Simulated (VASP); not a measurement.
# HfN (F-43m) in VASP: a series of runs, part 2 of 2

VASP 6.6.1. Earlier steps stand in the parts before.

## (4) Single point, PBE0

This run uses another cell than the first one, of 15.09 Å³/atom.

Contents of POSCAR:

```
HfN
1.0
    0.0000000000      2.4710795731      2.4710795731
    2.4710795731      0.0000000000      2.4710795731
    2.4710795731      2.4710795731      0.0000000000
Hf N
1 1
Direct
    0.0000000000      0.0000000000      0.0000000000
    0.2500000000      0.2500000000      0.2500000000
```

Contents of INCAR.step1:

```
SYSTEM = HfN
  PREC = Accurate
  ENCUT = 520
  EDIFF = 1E-5
  ISMEAR = -1
  SIGMA = 0.05
  LREAL = .FALSE.
  LASPH = .TRUE.
  NELM = 100
  ALGO = Normal
  ISIF = 2
  LWAVE = .TRUE.
  LCHARG = .FALSE.
  NBANDS = 14
  GGA = PE
```

Contents of INCAR.step2:

```
SYSTEM = HfN
  PREC = Accurate
  ENCUT = 520
  EDIFF = 1E-6
  ISMEAR = -1
  SIGMA = 0.05
  LREAL = .FALSE.
  LASPH = .TRUE.
  NELM = 100
  ALGO = Normal
  ISIF = 2
  LWAVE = .FALSE.
  LCHARG = .FALSE.
  GGA = PE
  LHFCALC = .TRUE.
  AEXX = 0.25
  PRECFOCK = Normal
  NBANDS = 14
  ISTART = 1
```

Contents of KPOINTS:

```
Automatic mesh
0
G
  6 6 6
  0 0 0
```

Potentials or basis: VASP PAW PBE potentials, release 64 (Hf_pv, N).

Command:

```console
$ cat potpaw_PBE.64/Hf_pv/POTCAR potpaw_PBE.64/N/POTCAR > POTCAR
$ cp INCAR.step1 INCAR
$ mpirun -np 1 vasp_std > vasp.out
$ cp INCAR.step2 INCAR
$ mpirun -np 1 vasp_std > vasp.out
```

OUTCAR:

```text
SYSTEM = HfN
   PREC = Accurate
   ENCUT = 520
   EDIFF = 1E-6
   ISMEAR = -1
   LREAL = .FALSE.
   LASPH = .TRUE.
   NELM = 100
   ISIF = 2
   GGA = PE
   LHFCALC = .TRUE.
   AEXX = 0.25
   PRECFOCK = Normal
   ISTART = 1

 ion  position               nearest neighbor table
   1  0.000  0.000  0.000-   2 2.14   2 2.14   2 2.14   2 2.14
   2  0.250  0.250  0.250-   1 2.14   1 2.14   1 2.14   1 2.14

  LATTYP: Found a face centered cubic cell.
 ALAT       =     4.9421591462

  Lattice vectors:

 A1 = (   0.0000000000,   2.4710795731,   2.4710795731)
 A2 = (   2.4710795731,   0.0000000000,   2.4710795731)
 A3 = (   2.4710795731,   2.4710795731,   0.0000000000)

Analysis of symmetry for initial positions (statically):
=====================================================================
 Subroutine PRICEL returns:
 Original cell was already a primitive cell.

 Routine SETGRP: Setting up the symmetry group for a
 face centered cubic supercell.

 Subroutine GETGRP returns: Found 24 space group operations
 (whereof 24 operations were pure point group operations)
 out of a pool of 48 trial point group operations.

The static configuration has the point symmetry T_d .

Analysis of symmetry for dynamics (positions and initial velocities):
=====================================================================
 Subroutine PRICEL returns:
 Original cell was already a primitive cell.

 Routine SETGRP: Setting up the symmetry group for a
 face centered cubic supercell.

 Subroutine GETGRP returns: Found 24 space group operations
 (whereof 24 operations were pure point group operations)
 out of a pool of 48 trial point group operations.

The dynamic configuration has the point symmetry T_d .

 Subroutine INISYM returns: Found 24 space group operations
 (whereof 24 operations are pure point group operations),
 and found     1 'primitive' translations

----------------------------------------------------------------------------------------

                                     Primitive cell

  volume of cell :      30.1780

  direct lattice vectors                    reciprocal lattice vectors
     0.000000000  2.471079573  2.471079573    -0.202340712  0.202340712  0.202340712
     2.471079573  0.000000000  2.471079573     0.202340712 -0.202340712  0.202340712
     2.471079573  2.471079573  0.000000000     0.202340712  0.202340712 -0.202340712

  length of vectors
     3.494634246  3.494634246  3.494634246     0.350464393  0.350464393  0.350464393

  position of ions in fractional coordinates (direct lattice)
     0.000000000  0.000000000  0.000000000
     0.250000000  0.250000000  0.250000000

  ion indices of the primitive-cell ions
   primitive index   ion index
                 1           1
                 2           2

----------------------------------------------------------------------------------------

 KPOINTS: Automatic mesh

Automatic generation of k-mesh.
 Grid dimensions read from file:
 generate k-points for:    6    6    6

 Generating k-lattice:

[... 39 lines left out ...]
   ions per type =               1   1
   NGX,Y,Z   is equivalent  to a cutoff of  13.32, 13.32, 13.32 a.u.
   NGXF,Y,Z  is equivalent  to a cutoff of  26.64, 26.64, 26.64 a.u.
 SYSTEM =  HfN
   PREC   = accura    normal or accurate (medium, high low for compatibility)
   ISTART =      1    job   : 0-new  1-cont  2-samecut
   ICHARG =      0    charge: 1-file 2-atom 10-const
   ISPIN  =      1    spin polarized calculation?
   LNONCOLLINEAR =      F non collinear calculations
   LSORBIT =      F    spin-orbit coupling
   LASPH  =      T    aspherical Exc in radial PAW
   ENCUT  =  520.0 eV  38.22 Ry    6.18 a.u.   6.50  6.50  6.50*2*pi/ulx,y,z
   NELM   =    100;   NELMIN=  2; NELMDL=  0     # of ELM steps
   EDIFF  = 0.1E-05   stopping-criterion for ELM
   LREAL  =      F    real-space projection
   EDIFFG = 0.1E-04   stopping-criterion for IOM
   NSW    =      0    number of steps for IOM
   IBRION =     -1    ionic relax: 0-MD 1-quasi-New 2-CG
   NFREE  =      0    steps in history (QN), initial steepest desc. (CG)
   ISIF   =      2    stress and relaxation
   ISYM   =      3    0-nonsym 1-usesym 2-fastsym
   POTIM  = 0.5000    time-step for ionic-motion
   TEBEG  =    0.0;   TEEND  =   0.0 temperature during run
   PSTRESS=    0.0 pullay stress
   NELECT =      15.0000    total number of electrons
   NUPDOWN=      -1.0000    fix difference up-down
   EMIN   =  10.00;   EMAX   =-10.00  energy-range for DOS
   EFERMI =   0.00;   METHOD = LEGACY
   ISMEAR =    -1;   SIGMA  =   0.05  broadening in eV -4-tet -1-fermi 0-gaus
   EFERMI_NEDOS =   21; number of points for ismear=-14 and -15
   IALGO  =     38    algorithm
   IMIX   =      1    mixing-type and parameters
     AMIX     =   0.40;   BMIX     =  1.00
     AMIX_MAG =   1.60;   BMIX_MAG =  1.00
  volume/ion in A,a.u.               =      15.09       101.83
  Fermi-wavevector in a.u.,A,eV,Ry     =   1.296807  2.450609 22.881015  1.681707
  Thomas-Fermi vector in A             =   2.428239
   LORBIT       =      0    0 simple, 1 ext, 2 COOP (PROOUT), +10 PAW based schemes
   GGA     = PE    functional components
   LHFCALC =     T    Hartree Fock is set to
   PRECFOCK=normal    Normal, Fast or Accurate (Low or Medium for compatibility)
   ENCUT4O =  -1.0   cutoff for four orbital integrals eV
   NKREDX  =     1    reduce k-point grid by
   NKREDY  =     1    reduce k-point grid by
   NKREDZ  =     1    reduce k-point grid by
   AEXX    =    0.2500 exact exchange contribution
   HFSCREEN=    0.0000 screening length (either q_TF or 0.3 A-1)
   HFSCREENC=   0.0000 screening length for correlation (either q_TF or 0.3 A-1)
   ENCUTFOCK=  -1.0 apply spherical cutoff to Coloumb kernel
   IVDW    =     0    specifies the selected vdW correction
   LEPSILON=     F    determine dielectric tensor
   LRPA    =     F    only Hartree local field effects (RPA)
 non-spin polarized calculation
  energy-cutoff  :      520.00
  volume of cell :       30.18
 maximum number of plane-waves:       869
 NGX is ok and might be reduce to    28
  NGX = 20; NGY = 20; NGZ = 20

 number of electron      14.9999999 magnetization

 Free energy of the ion-electron system (eV)
  ---------------------------------------------------
  ext. energy  EPLUGINS =         0.00000000
  ---------------------------------------------------
  free energy    TOTEN  =       -26.27943885 eV

  energy without entropy =      -26.27562800  energy(sigma->0) =      -26.27753342

 E-fermi :   6.2673     XC(G=0):  -8.7705

 val. band max:        5.2505230606   @ k =   0.5000   0.3333   0.1667
 cond. band min:       6.4106825503   @ k =   0.5000   0.1667   0.0000
 fundamental gap:      1.1601594897
 Fermi energy:         6.2672806350

 k-point     1 :       0.0000    0.0000    0.0000
  band No.  band energies     occupation
      1     -28.4028      2.00000
      2     -28.4028      2.00000
      3     -28.4028      2.00000
      4     -13.0871      2.00000
      5      -1.1435      2.00000
      6      -1.1435      2.00000
      7      -1.1435      2.00000
      8       4.8669      2.00000
      9       8.8520      0.00000
     10       8.8520      0.00000
     11      13.2568      0.00000
     12      13.2568      0.00000
     13      13.2568      0.00000
     14      19.4973      0.00000
[... 241 lines left out ...]
      1     -28.8500      2.00000
      2     -28.6467      2.00000
      3     -28.5818      2.00000
      4     -11.5557      2.00000
      5      -1.9183      2.00000
      6      -0.1347      2.00000
      7       0.8064      2.00000
      8       3.6984      2.00000
      9       7.9798      0.00000
     10      10.2957      0.00000
     11      11.4020      0.00000
     12      12.8576      0.00000
     13      16.8476      0.00000
     14      17.4693      0.00000

------------------------ aborting loop because EDIFF is reached ----------------------------------------

  FORCE on cell =-STRESS in cart. coord.  units (eV):
  Direction    XX          YY          ZZ          XY          YZ          ZX
  --------------------------------------------------------------------------------------
  -------------------------------------------------------------------------------------
  Total       -1.5975919     -1.5975919     -1.5975919     -0.0000000      0.0000000      0.0000000
  in kB      -84.8176525    -84.8176525    -84.8176525     -0.0000000      0.0000000      0.0000000
  external PRESSURE =     -84.8176525 kB  Pullay stress =       0.0000000 kB

 VOLUME and BASIS-vectors are now :
 -----------------------------------------------------------------------------
  energy-cutoff  :      520.00
  volume of cell :       30.18
      direct lattice vectors                 reciprocal lattice vectors
     0.000000000  2.471079573  2.471079573    -0.202340712  0.202340712  0.202340712
     2.471079573  0.000000000  2.471079573     0.202340712 -0.202340712  0.202340712
     2.471079573  2.471079573  0.000000000     0.202340712  0.202340712 -0.202340712

 POSITION                                       TOTAL-FORCE (eV/Angst)
 -----------------------------------------------------------------------------------
      0.00000      0.00000      0.00000        -0.000000     -0.000000     -0.000000
      1.23554      1.23554      1.23554         0.000000      0.000000      0.000000
 -----------------------------------------------------------------------------------
    total drift:                               -0.000000     -0.000000     -0.000000

  FREE ENERGIE OF THE ION-ELECTRON SYSTEM (eV)
  ---------------------------------------------------
  free  energy   TOTEN  =       -26.2794388451 eV

  energy  without entropy=      -26.2756279953  energy(sigma->0) =      -26.27753342
```

It took 40 min on 1 thread of Intel Xeon 8259CL, shared host; peak memory 0.17 GiB.

Results:

| Item | Value |
| --- | --- |
| Free energy | -26.2794 eV |
| Pressure | -8.5 GPa |
| Band gap on the k mesh | zero (an odd number of electrons rules out a gap without spin polarisation) |

Caveat: the k points lie up to 0.37 Å⁻¹ apart, too coarse for converged energies and pressures of a metal; the PAW data sets were made with another functional, which shifts forces and pressure a little; spin-orbit coupling is left out, which moves the levels of the heavy elements.

## (5) Single point, PBE0

This run uses another cell than the first one, of 15.38 Å³/atom.

Contents of POSCAR:

```
HfN
1.0
    0.0000000000      2.4871259940      2.4871259940
    2.4871259940      0.0000000000      2.4871259940
    2.4871259940      2.4871259940      0.0000000000
Hf N
1 1
Direct
    0.0000000000      0.0000000000      0.0000000000
    0.2500000000      0.2500000000      0.2500000000
```

Contents of INCAR.step1:

```
  PREC = Accurate
  ENCUT = 520
  EDIFF = 1E-5
  ISMEAR = -1
  SIGMA = 0.05
  LREAL = False
  LASPH = True
  NELM = 100
  ALGO = Normal
  ISIF = 2
  LWAVE = True
  LCHARG = False
  NBANDS = 14
  GGA = PE
```

Contents of INCAR.step2:

```
  PREC = Accurate
  ENCUT = 520
  EDIFF = 1E-6
  ISMEAR = -1
  SIGMA = 0.05
  LREAL = False
  LASPH = True
  NELM = 100
  ALGO = Normal
  ISIF = 2
  LWAVE = False
  LCHARG = False
  GGA = PE
  LHFCALC = True
  AEXX = 0.25
  PRECFOCK = Normal
  NBANDS = 14
  ISTART = 1
```

Contents of KPOINTS:

```
regular mesh
0
Gamma
  6 6 6
```

Command:

```console
$ cat potpaw_PBE.64/Hf_pv/POTCAR potpaw_PBE.64/N/POTCAR > POTCAR
$ cp INCAR.step1 INCAR
$ mpirun -np 1 vasp_std > vasp.out
$ cp INCAR.step2 INCAR
$ mpirun -np 1 vasp_std > vasp.out
```

Wall time 40 min (1 thread of Intel Xeon 8259CL, shared host); peak memory 0.18 GiB.

The run converged. Its results:

| Quantity | Value |
| --- | --- |
| Free energy | -26.2422 eV |
| Pressure | -11.8 GPa |
| Band gap on the k mesh | zero (an odd number of electrons rules out a gap without spin polarisation) |

Levels at points of the mesh, in eV from the Fermi level:
```
           k point  band 3  band 4  band 5  band 6  band 7  band 8  band 9  band 10  band 11  band 12
(0.00, 0.00, 0.00)  -34.74  -19.24   -7.30   -7.30   -7.30   -1.44    2.54     2.54     6.87     6.87
(0.50, 0.00, 0.00)  -34.80  -18.15   -7.75   -6.68   -6.68    1.47    3.00     3.00     4.31     5.38
(0.50, 0.50, 0.00)  -34.90  -17.78   -8.80   -5.46   -5.46   -2.46    2.39     4.38     4.74     4.74
```

Caveat: the k points lie up to 0.36 Å⁻¹ apart, too coarse for converged energies and pressures of a metal; the PAW data sets were made with another functional, which shifts forces and pressure a little; spin-orbit coupling is left out, which moves the levels of the heavy elements.

## (6) Single point, PBE-based screened hybrid with 30 % exact exchange

This run uses another cell than the first one, of 14.79 Å³/atom.

Contents of POSCAR:

```
HfN
1.0
    0.0000000000      2.4548220000      2.4548220000
    2.4548220000      0.0000000000      2.4548220000
    2.4548220000      2.4548220000      0.0000000000
Hf N
1 1
Direct
    0.0000000000      0.0000000000      0.0000000000
    0.2500000000      0.2500000000      0.2500000000
```

Contents of INCAR.step1:

```
PREC = Accurate
ENCUT = 520
EDIFF = 1E-5
ISMEAR = -1
SIGMA = 0.05
LREAL = False
LASPH = True
NELM = 60
ALGO = Normal
ISIF = 2
LWAVE = True
LCHARG = False
NBANDS = 14
GGA = PE
```

Contents of INCAR.step2:

```
PREC = Accurate
ENCUT = 520
EDIFF = 1E-7
ISMEAR = -1
SIGMA = 0.05
LREAL = False
LASPH = True
NELM = 60
ALGO = Normal
ISIF = 2
LWAVE = False
LCHARG = False
GGA = PE
LHFCALC = True
AEXX = 0.3
HFSCREEN = 0.2
PRECFOCK = Normal
NBANDS = 14
ISTART = 1
```

Contents of KPOINTS:

```
regular mesh
0
Gamma
  5 5 5
```

Potentials or basis: VASP PAW PBE potentials, release 64 (Hf_pv, N).

Command:

```console
$ cat potpaw_PBE.64/Hf_pv/POTCAR potpaw_PBE.64/N/POTCAR > POTCAR
$ cp INCAR.step1 INCAR
$ mpirun -np 1 vasp_std > vasp.out
$ cp INCAR.step2 INCAR
$ mpirun -np 1 vasp_std > vasp.out
```

Wall time 8.9 min (1 thread of AMD EPYC 7R13 (Zen 3), shared host); peak memory 0.23 GiB.

It converged, with:

```
Free energy            : -25.3609 eV
Pressure               : -4.9 GPa
Band gap on the k mesh : zero (an odd number of electrons rules out a gap without spin polarisation)
```

Levels at points of the mesh, in eV from the Fermi level:
| k point | band 5 | band 6 | band 7 | band 8 | band 9 | band 10 |
| --- | --- | --- | --- | --- | --- | --- |
| (0.00, 0.00, 0.00) | -6.90 | -6.90 | -6.90 | -0.73 | 2.80 | 2.80 |

Caveat: the k points lie up to 0.44 Å⁻¹ apart, too coarse for converged energies and pressures of a metal; the PAW data sets were made with another functional, which shifts forces and pressure a little; spin-orbit coupling is left out, which moves the levels of the heavy elements.

## (7) Summary

```tsv
level	cell	k mesh	share of exact exchange	screening parameter	gap on the mesh (eV)	pressure (GPa)
HSE06	a = 3.448 Å, angles 60.0°, 2 atoms	6 × 6 × 6	0.25	0.2079 1/Å	none	-0.6
HSE06	a = 3.472 Å, angles 60.0°, 2 atoms	6 × 6 × 6	0.25	0.2079 1/Å	none	-4.7
PBE0	a = 3.495 Å, angles 60.0°, 2 atoms	6 × 6 × 6	0.25	-	none	-8.5
PBE0	a = 3.517 Å, angles 60.0°, 2 atoms	6 × 6 × 6	0.25	-	none	-11.8
PBE-based screened hybrid with 30 % exact exchange	a = 3.472 Å, angles 60.0°, 2 atoms	5 × 5 × 5	0.3	0.2 1/Å	none	-4.9
```

Alike in all rows: task single point; potentials or basis VASP PAW PBE potentials, release 64 (Hf_pv, N); no spin polarisation; cutoff (eV) 520; smearing fermi-dirac 0.05 eV.

Caveats: all runs use coarse meshes; the PAW data sets were made with another functional, which shifts forces and pressure a little; spin-orbit coupling is left out, which moves the levels of the heavy elements.

Total energies depend on the potentials used, so only differences within one code and one set of settings carry meaning.
